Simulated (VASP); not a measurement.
# MgS in VASP: a series of runs

Runs on MgS. Level: PBEsol. Tasks: single point.

Everything below comes from runs of VASP 6.6.1. Logs are shortened: lines on timing, memory, paths and dates and some standing lists are left out, and cuts for length are marked.

**1. The cell of the first run**

The structure is cubic, space group F-43m (No. 216). The conventional cell has a = 5.581 Å, b = 5.581 Å, c = 5.581 Å, α = 90.00°, β = 90.00°, γ = 90.00°. Mg (site symmetry -43m) has 4 S at 2.42 Å within 3.2 Å. S (site symmetry -43m) has 4 Mg at 2.42 Å within 3.2 Å.

**2. Single point, PBEsol**

INCAR reads:

```
SYSTEM = MgS
PREC = Accurate
ENCUT = 520
EDIFF = 1E-7
ISMEAR = 0
SIGMA = 0.05
LREAL = .FALSE.
LASPH = .TRUE.
NELM = 100
ALGO = Normal
ISIF = 2
LWAVE = .FALSE.
LCHARG = .FALSE.
GGA = PS
NBANDS = 16
ISYM = 0
```

KPOINTS reads:

```
Automatic mesh
0
G
  9 9 8
  0 0 0
```

POSCAR reads:

```
MgS
1.0
    0.0000000000     -2.7905715376     -2.7905715376
   -2.7905715376      0.0000000000     -2.7905715376
    2.7905715376      2.7905715376     -5.5811430751
Mg S
2 2
Direct
    0.0000000000      0.0000000000      0.0000000000
    0.5000000000      0.5000000000      0.5000000000
    0.3750000000      0.3750000000      0.8750000000
    0.8750000000      0.8750000000      0.3750000000
```

Potentials or basis: VASP PAW PBE potentials, release 64 (Mg, S).

The run is started by

```
> cat potpaw_PBE.64/Mg/POTCAR potpaw_PBE.64/S/POTCAR > POTCAR
> mpirun -np 1 vasp_std > vasp.out
```

OUTCAR:

```text
SYSTEM = MgS
   PREC = Accurate
   ENCUT = 520
   EDIFF = 1E-7
   ISMEAR = 0
   LREAL = .FALSE.
   LASPH = .TRUE.
   NELM = 100
   ISIF = 2
   GGA = PS
   ISYM = 0

 ion  position               nearest neighbor table
   1  0.000  0.000  0.000-   4 2.42   3 2.42   3 2.42   3 2.42
   2  0.500  0.500  0.500-   3 2.42   4 2.42   4 2.42   4 2.42
   3  0.375  0.375  0.875-   2 2.42   1 2.42   1 2.42   1 2.42
   4  0.875  0.875  0.375-   1 2.42   2 2.42   2 2.42   2 2.42

IMPORTANT INFORMATION: All symmetrisations will be switched off!
NOSYMM: (Re-)initialisation of all symmetry stuff for point group C_1.

----------------------------------------------------------------------------------------

                                     Primitive cell

  volume of cell :      86.9240

  direct lattice vectors                    reciprocal lattice vectors
     0.000000000 -2.790571538 -2.790571538     0.089587383 -0.268762148 -0.089587383
    -2.790571538  0.000000000 -2.790571538    -0.268762148  0.089587383 -0.089587383
     2.790571538  2.790571538 -5.581143075     0.089587383  0.089587383 -0.089587383

  length of vectors
     3.946464115  3.946464115  6.835476358     0.297127734  0.297127734  0.155169898

  position of ions in fractional coordinates (direct lattice)
     0.000000000  0.000000000  0.000000000
     0.500000000  0.500000000  0.500000000
     0.375000000  0.375000000  0.875000000
     0.875000000  0.875000000  0.375000000

  ion indices of the primitive-cell ions
   primitive index   ion index
                 1           1
                 2           2
                 3           3
                 4           4

----------------------------------------------------------------------------------------

 KPOINTS: Automatic mesh

Automatic generation of k-mesh.
 Grid dimensions read from file:
 generate k-points for:    9    9    8

 Generating k-lattice:

  Cartesian coordinates                     Fractional coordinates (reciprocal lattice)
     0.009954154 -0.029862461 -0.009954154     0.111111111  0.000000000 -0.000000000
    -0.029862461  0.009954154 -0.009954154     0.000000000  0.111111111 -0.000000000
     0.011198423  0.011198423 -0.011198423     0.000000000  0.000000000  0.125000000

  Length of vectors
     0.033014193  0.033014193  0.019396237

  Shift w.r.t. Gamma in fractional coordinates (k-lattice)
     0.000000000  0.000000000  0.000000000

[... 70 lines left out ...]
   ENCUT  =  520.0 eV  38.22 Ry    6.18 a.u.   7.34  7.34 12.71*2*pi/ulx,y,z
   NELM   =    100;   NELMIN=  2; NELMDL= -5     # of ELM steps
   EDIFF  = 0.1E-06   stopping-criterion for ELM
   LREAL  =      F    real-space projection
   EDIFFG = 0.1E-05   stopping-criterion for IOM
   NSW    =      0    number of steps for IOM
   IBRION =     -1    ionic relax: 0-MD 1-quasi-New 2-CG
   NFREE  =      0    steps in history (QN), initial steepest desc. (CG)
   ISIF   =      2    stress and relaxation
   ISYM   =      0    0-nonsym 1-usesym 2-fastsym
   POTIM  = 0.5000    time-step for ionic-motion
   TEBEG  =    0.0;   TEEND  =   0.0 temperature during run
   PSTRESS=    0.0 pullay stress
   NELECT =      16.0000    total number of electrons
   NUPDOWN=      -1.0000    fix difference up-down
   EMIN   =  10.00;   EMAX   =-10.00  energy-range for DOS
   EFERMI =   0.00;   METHOD = LEGACY
   ISMEAR =     0;   SIGMA  =   0.05  broadening in eV -4-tet -1-fermi 0-gaus
   EFERMI_NEDOS =   21; number of points for ismear=-14 and -15
   IALGO  =     38    algorithm
   IMIX   =      4    mixing-type and parameters
     AMIX     =   0.40;   BMIX     =  1.00
     AMIX_MAG =   1.60;   BMIX_MAG =  1.00
  volume/ion in A,a.u.               =      21.73       146.65
  Fermi-wavevector in a.u.,A,eV,Ry     =   0.931254  1.759816 11.799445  0.867235
  Thomas-Fermi vector in A             =   2.057728
   LORBIT       =      0    0 simple, 1 ext, 2 COOP (PROOUT), +10 PAW based schemes
   GGA     = PS    functional components
   LHFCALC =     F    Hartree Fock is set to
   AEXX    =    0.0000 exact exchange contribution
   IVDW    =     0    specifies the selected vdW correction
   LEPSILON=     F    determine dielectric tensor
   LRPA    =     F    only Hartree local field effects (RPA)
 non-spin polarized calculation
 Gauss-broadening in eV      SIGMA  =   0.05
  energy-cutoff  :      520.00
  volume of cell :       86.92
 maximum number of plane-waves:      2381
 NGX is ok and might be reduce to    30
   NGX = 15   NGY = 15   NGZ = 25

 number of electron      16.0000002 magnetization

 Free energy of the ion-electron system (eV)
  ---------------------------------------------------
  ext. energy  EPLUGINS =         0.00000000
  ---------------------------------------------------
  free energy    TOTEN  =       -17.81253564 eV

  energy without entropy =      -17.81253564  energy(sigma->0) =      -17.81253564

 E-fermi :   1.4909     XC(G=0):  -8.7443

 val. band max:        1.2761048520   @ k =   0.0000   0.0000   0.0000
 cond. band min:       4.7851580030   @ k =   0.0000   0.0000   0.0000
 fundamental gap:      3.5090531510
 Fermi energy:         1.4908652730

 k-point     1 :       0.0000    0.0000    0.0000
  band No.  band energies     occupation
      1     -10.1413      2.00000
      2      -9.3799      2.00000
      3      -2.0584      2.00000
      4       0.9322      2.00000
      5       0.9322      2.00000
      6       1.2761      2.00000
[... 433 lines left out ...]
      3      -1.2600      2.00000
      4      -0.9603      2.00000
      5      -0.8692      2.00000
      6       0.5689      2.00000
[... 8 lines left out ...]
     15      10.3685      0.00000
     16      10.8318      0.00000

 [... further k-points ...]
[... 5 lines left out ...]
  --------------------------------------------------------------------------------------
  -------------------------------------------------------------------------------------
  Total        1.2377308      1.2377310      1.2376337     -0.0000094      0.0000874      0.0000879
  in kB       22.8137839     22.8137860     22.8119929     -0.0001733      0.0016105      0.0016194
  external PRESSURE =      22.8131876 kB  Pullay stress =       0.0000000 kB

 VOLUME and BASIS-vectors are now :
 -----------------------------------------------------------------------------
  energy-cutoff  :      520.00
  volume of cell :       86.92
      direct lattice vectors                 reciprocal lattice vectors
     0.000000000 -2.790571538 -2.790571538     0.089587383 -0.268762148 -0.089587383
    -2.790571538  0.000000000 -2.790571538    -0.268762148  0.089587383 -0.089587383
     2.790571538  2.790571538 -5.581143075     0.089587383  0.089587383 -0.089587383

 POSITION                                       TOTAL-FORCE (eV/Angst)
 -----------------------------------------------------------------------------------
      0.00000      0.00000      0.00000        -0.000002     -0.000002      0.000004
      0.00000      0.00000     -5.58114        -0.000002     -0.000002      0.000004
      1.39529      1.39529     -6.97643         0.000002      0.000002     -0.000005
     -1.39529     -1.39529     -6.97643         0.000002      0.000002     -0.000004
 -----------------------------------------------------------------------------------
    total drift:                               -0.000000     -0.000000     -0.000008

  FREE ENERGIE OF THE ION-ELECTRON SYSTEM (eV)
  ---------------------------------------------------
  free  energy   TOTEN  =       -17.8125356439 eV

  energy  without entropy=      -17.8125356439  energy(sigma->0) =      -17.81253564
```

OSZICAR:

```text
N       E                     dE             d eps       ncg     rms          rms(c)
DAV:   1     0.603068836023E+02    0.60307E+02   -0.60782E+03 10416   0.805E+02
DAV:   2    -0.131075485641E+02   -0.73414E+02   -0.67079E+02 14952   0.138E+02
DAV:   3    -0.187082938158E+02   -0.56007E+01   -0.55793E+01 14336   0.411E+01
DAV:   4    -0.187721015865E+02   -0.63808E-01   -0.63800E-01 12752   0.542E+00
DAV:   5    -0.187732343300E+02   -0.11327E-02   -0.11327E-02 14528   0.729E-01    0.544E+00
DAV:   6    -0.178912429346E+02    0.88199E+00   -0.12711E+00 10792   0.525E+00    0.400E+00
DAV:   7    -0.178098624986E+02    0.81380E-01   -0.33349E-01 12536   0.272E+00    0.288E+00
DAV:   8    -0.178148510858E+02   -0.49886E-02   -0.29514E-02 11752   0.109E+00    0.182E+00
DAV:   9    -0.178123625595E+02    0.24885E-02   -0.43581E-03 13136   0.421E-01    0.381E-01
DAV:  10    -0.178125174210E+02   -0.15486E-03   -0.89914E-04 13792   0.139E-01    0.253E-02
DAV:  11    -0.178125365516E+02   -0.19131E-04   -0.34207E-05 12384   0.329E-02    0.658E-02
DAV:  12    -0.178125354369E+02    0.11147E-05   -0.51060E-06 13408   0.117E-02    0.133E-02
DAV:  13    -0.178125356522E+02   -0.21530E-06   -0.35325E-07 12344   0.335E-03    0.392E-03
DAV:  14    -0.178125356439E+02    0.83306E-08   -0.21266E-08  9648   0.720E-04
   1 F= -.17812536E+02 E0= -.17812536E+02  d E =-.141293E-11
```

stdout:

```text
POSCAR found type information on POSCAR MgS
 POSCAR found :  2 types and       4 ions
 scaLAPACK will be used
 -----------------------------------------------------------------------------
|                                                                             |
|                                                                             |
[... 21 lines left out ...]
|     Results are often still useful ...                                      |
|                                                                             |
 -----------------------------------------------------------------------------

 POSCAR, INCAR and KPOINTS ok, starting setup
 FFT: planning ... GRIDC
 FFT: planning ... GRID_SOFT
 FFT: planning ... GRID
 WAVECAR not read
 entering main loop
```

It took 6.8 min on 1 thread of Oxide Virtual Turin-like, shared host; peak memory 0.48 GiB.

What came out:

```
Free energy            : -17.8125 eV
Pressure               : 2.3 GPa
Band gap on the k mesh : 3.51 eV
```

Caveat: the PAW data sets were made with another functional, which shifts forces and pressure a little. A k mesh can miss the band edges.

**3. Single point, PBEsol (atoms displaced along a vibrational mode, the cell strained)**

INCAR reads:

```
PREC = Accurate
ENCUT = 520
EDIFF = 1E-6
ISMEAR = 0
SIGMA = 0.05
LREAL = False
LASPH = True
NELM = 80
ALGO = Normal
ISIF = 2
LWAVE = False
LCHARG = False
GGA = PS
ISYM = 0
NBANDS = 16
```

KPOINTS reads:

```
Automatic mesh
0
Gamma
  9 9 8
```

POSCAR reads:

```
MgS
1.0
    0.0000000000     -2.7905715376     -2.7905715376
   -2.7905715376      0.0000000000     -2.7905715376
    2.7905715376      2.7905715376     -5.5811430751
Mg S
2 2
Direct
    0.0017363556      0.0017363556     -0.0052098293
    0.4982636444      0.4982636444      0.5052098293
    0.3757842905      0.3757842905      0.8726477249
    0.8742157095      0.8742157095      0.3773522751
```

Potentials or basis: VASP PAW PBE potentials, release 64 (Mg, S).

The run is started by

```
> cat potpaw_PBE.64/Mg/POTCAR potpaw_PBE.64/S/POTCAR > POTCAR
> mpirun -np 1 vasp_std > vasp.out
```

OUTCAR:

```text
PREC = Accurate
   ENCUT = 520
   EDIFF = 1E-6
   ISMEAR = 0
   LREAL = False
   LASPH = True
   NELM = 80
   ISIF = 2
   GGA = PS
   ISYM = 0

 ion  position               nearest neighbor table
   1  0.002  0.002  0.995-   3 2.41   3 2.41   3 2.41   4 2.47
   2  0.498  0.498  0.505-   3 2.37   4 2.42   4 2.42   4 2.42
   3  0.376  0.376  0.873-   2 2.37   1 2.41   1 2.41   1 2.41
   4  0.874  0.874  0.377-   2 2.42   2 2.42   2 2.42   1 2.47

IMPORTANT INFORMATION: All symmetrisations will be switched off!
[... 632 lines left out ...]
     16      10.8295      0.00000

 [... further k-points ...]
[... 5 lines left out ...]
  --------------------------------------------------------------------------------------
  -------------------------------------------------------------------------------------
  Total        1.2603665      1.2603699      1.2603441      0.0327936     -0.0327484     -0.0327522
  in kB       23.2310025     23.2310664     23.2305907      0.6044505     -0.6036166     -0.6036867
  external PRESSURE =      23.2308865 kB  Pullay stress =       0.0000000 kB

 VOLUME and BASIS-vectors are now :
 -----------------------------------------------------------------------------
  energy-cutoff  :      520.00
  volume of cell :       86.92
      direct lattice vectors                 reciprocal lattice vectors
     0.000000000 -2.790571538 -2.790571538     0.089587383 -0.268762148 -0.089587383
    -2.790571538  0.000000000 -2.790571538    -0.268762148  0.089587383 -0.089587383
     2.790571538  2.790571538 -5.581143075     0.089587383  0.089587383 -0.089587383

 POSITION                                       TOTAL-FORCE (eV/Angst)
 -----------------------------------------------------------------------------------
      2.77119      2.77119     -5.56176         0.202845      0.202845     -0.202868
      0.01938      0.01938     -5.60053        -0.237289     -0.237289      0.237313
      1.38653      1.38653     -6.96768         0.155312      0.155312     -0.155252
     -1.38653     -1.38653     -6.98518        -0.120868     -0.120868      0.120807
 -----------------------------------------------------------------------------------
    total drift:                                0.000044      0.000044     -0.000050

  FREE ENERGIE OF THE ION-ELECTRON SYSTEM (eV)
  ---------------------------------------------------
  free  energy   TOTEN  =       -17.7961434878 eV

  energy  without entropy=      -17.7961434878  energy(sigma->0) =      -17.79614349
```

OSZICAR:

```text
N       E                     dE             d eps       ncg     rms          rms(c)
DAV:   1     0.603395912891E+02    0.60340E+02   -0.60746E+03 10416   0.805E+02
DAV:   2    -0.130877108594E+02   -0.73427E+02   -0.67090E+02 14960   0.138E+02
DAV:   3    -0.186956726719E+02   -0.56080E+01   -0.55863E+01 14328   0.412E+01
DAV:   4    -0.187597344884E+02   -0.64062E-01   -0.64053E-01 12872   0.544E+00
DAV:   5    -0.187608712024E+02   -0.11367E-02   -0.11367E-02 14520   0.730E-01    0.544E+00
DAV:   6    -0.178756976592E+02    0.88517E+00   -0.12743E+00 10840   0.526E+00    0.401E+00
DAV:   7    -0.177936377252E+02    0.82060E-01   -0.33480E-01 12776   0.273E+00    0.288E+00
DAV:   8    -0.177984352980E+02   -0.47976E-02   -0.29783E-02 12888   0.111E+00    0.181E+00
DAV:   9    -0.177959688223E+02    0.24665E-02   -0.44477E-03 13248   0.424E-01    0.374E-01
DAV:  10    -0.177960789257E+02   -0.11010E-03   -0.60063E-04 14832   0.117E-01    0.847E-02
DAV:  11    -0.177961441139E+02   -0.65188E-04   -0.53375E-05 12288   0.422E-02    0.546E-02
DAV:  12    -0.177961434878E+02    0.62610E-06   -0.53751E-06 14336   0.139E-02
   1 F= -.17796143E+02 E0= -.17796143E+02  d E =-.948527E-14
```

Wall time 6.4 min (1 thread of Oxide Virtual Turin-like, shared host); peak memory 0.49 GiB.

Results:

- Free energy: -17.7961 eV
- Pressure: 2.3 GPa
- Largest force: 0.411 eV/Å
- Band gap on the k mesh: 3.46 eV

Forces in eV/Å, atoms in the order of the input:
```
Mg   0.203  0.203 -0.203
Mg  -0.237 -0.237  0.237
S    0.155  0.155 -0.155
S   -0.121 -0.121  0.121
```

Levels at points of the mesh, in eV from the valence-band top:
```csv
k point,band 6,band 7,band 8,band 9,band 10,band 11
"(0.00, 0.00, 0.00)",-0.04,0.00,0.00,3.46,5.11,7.54
"(0.00, 0.00, 0.50)",-0.36,-0.10,-0.10,4.91,5.08,7.68
```

Caveat: the cell differs from its parent crystal (atoms displaced along a vibrational mode, the cell strained); the PAW data sets were made with another functional, which shifts forces and pressure a little. A k mesh can miss the band edges.

**4. Single point, PBEsol**

This run uses another cell than the first one, of 22.57 Å³/atom.

INCAR reads:

```
PREC     = Accurate       # precision mode
ENCUT    = 520            # plane-wave cutoff, eV
EDIFF    = 1E-6           # SCF threshold, eV
ISMEAR   = 0              # smearing method
SIGMA    = 0.05           # smearing width, eV
LREAL    = False          # projectors in reciprocal space
LASPH    = True           # aspherical terms in the spheres
NELM     = 80             # most SCF steps
ALGO     = Normal         # electronic algorithm
ISIF     = 2              # what is computed and relaxed
LWAVE    = False          # write WAVECAR
LCHARG   = False          # write CHGCAR
GGA      = PS             # functional
NBANDS   = 16             # bands
```

KPOINTS is that of step 3.

POSCAR reads:

```
MgS
1.0
    0.0000000000     -2.8258952279     -2.8258952279
   -2.8258952279      0.0000000000     -2.8258952279
    2.8258952279      2.8258952279     -5.6517904558
Mg S
2 2
Direct
    0.0000000000      0.0000000000      0.0000000000
    0.5000000000      0.5000000000      0.5000000000
    0.3750000000      0.3750000000      0.8750000000
    0.8750000000      0.8750000000      0.3750000000
```

The run is started by

```
> cat potpaw_PBE.64/Mg/POTCAR potpaw_PBE.64/S/POTCAR > POTCAR
> mpirun -np 1 vasp_std > vasp.out
```

Run time: 1.8 min. Hardware: 1 thread of Oxide Virtual Turin-like, shared host; peak memory 0.35 GiB.

It converged, with:

```
Free energy            : -17.8352 eV
Pressure               : -0.1 GPa
Band gap on the k mesh : 3.32 eV
```

Levels at points of the mesh, in eV from the valence-band top:
```tsv
k point	band 6	band 7	band 8	band 9	band 10	band 11
(0.00, 0.00, 0.00)	0.00	0.00	0.00	3.32	5.01	7.55
(0.00, 0.00, 0.50)	-0.18	-0.18	-0.18	4.86	4.86	7.71
```

Caveat: the PAW data sets were made with another functional, which shifts forces and pressure a little.

**5. The runs side by side**

```csv
cell,gap on the mesh (eV),pressure (GPa)
"a = 3.946, b = 3.946, c = 6.835 Å, angles 73.2, 73.2, 60.0°, 4 atoms, atomic positions A",3.51,2.3
"a = 3.946, b = 3.946, c = 6.835 Å, angles 73.2, 73.2, 60.0°, 4 atoms, atomic positions B",3.46,2.3
"a = 3.996, b = 3.996, c = 6.922 Å, angles 73.2, 73.2, 60.0°, 4 atoms, atomic positions A",3.32,-0.1
```

Alike in all rows: task single point; level PBEsol; potentials or basis VASP PAW PBE potentials, release 64 (Mg, S); no spin polarisation; k mesh 9 × 9 × 8; cutoff (eV) 520; smearing gaussian 0.05 eV.

Caveats: the PAW data sets were made with another functional, which shifts forces and pressure a little.

Absolute energies hang on the potentials; compare differences alone.
